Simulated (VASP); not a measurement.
Write the native input for VASP 6.6.1 that does the following.

| Quantity | Value |
| --- | --- |
| Task | single point |
| Functional | r2SCAN |
| Potentials or basis | VASP PAW PBE potentials, release 64 (Sb, Pt) |
| Cutoff | 520 eV |
| k mesh | 12 × 12 × 8 |
| Occupations | gaussian, width 0.1 eV |
| Spin | no spin polarisation |
| Dipole correction | no |
| Further INCAR settings | ALGO = Normal; EDIFF = 1e-06; NBANDS = 23 |

Crystal: SbPt.

```xyz
4
Lattice="4.1815 0.0000 0.0000 -2.0907 3.6213 0.0000 0.0000 0.0000 5.5192" Properties=species:S:1:pos:R:3 pbc="T T T"
Sb    0.0000    2.4142    1.3798
Sb    2.0907    1.2071    4.1394
Pt    0.0000    0.0000    0.0000
Pt    0.0000    0.0000    2.7596
```

These files were run (other wordings do the same):

POSCAR

```
SbPt
1.0
    4.1814881533      0.0000000000      0.0000000000
   -2.0907440766      3.6212749663      0.0000000000
    0.0000000000      0.0000000000      5.5192478231
Sb Pt
2 2
Direct
    0.3333333333      0.6666666667      0.2500000000
    0.6666666667      0.3333333333      0.7500000000
    0.0000000000      0.0000000000      0.0000000000
    0.0000000000      0.0000000000      0.5000000000
```

INCAR.step1

```
ALGO = Normal
EDIFF = 1E-4
ENCUT = 520
GGA = PE
ISMEAR = 0
LASPH = True
LCHARG = False
LREAL = False
LWAVE = True
NBANDS = 23
NELM = 100
PREC = Accurate
SIGMA = 0.1
```

INCAR.step2

```
ALGO = Normal
EDIFF = 1E-6
ENCUT = 520
ISIF = 2
ISMEAR = 0
ISTART = 1
LASPH = True
LCHARG = False
LMIXTAU = True
LREAL = False
LWAVE = False
METAGGA = R2SCAN
NBANDS = 23
NELM = 100
PREC = Accurate
SIGMA = 0.1
```

KPOINTS

```
k-points
0
Gamma
  12 12 8
```

Potentials or basis: VASP PAW PBE potentials, release 64 (Sb, Pt).

Run with:

```sh
$ cat potpaw_PBE.64/Sb/POTCAR potpaw_PBE.64/Pt/POTCAR > POTCAR
$ cp INCAR.step1 INCAR
$ mpirun -np 1 vasp_std > vasp.out
$ cp INCAR.step2 INCAR
$ mpirun -np 1 vasp_std > vasp.out
```

Results of the run:

| Property | Result |
| --- | --- |
| Pressure | -0.1 GPa |
| Band gap on the k mesh | zero (bands 15 and 16 overlap by 4.22 eV) |

Caveat: the PAW data sets were made with another functional, which shifts forces and pressure a little; spin-orbit coupling is left out, which moves the levels of the heavy elements.

Run time: 13 min on 1 thread of AMD EPYC 7R43 64-Core Processor (Zen 3), on a shared host, peak memory 0.29 GiB.
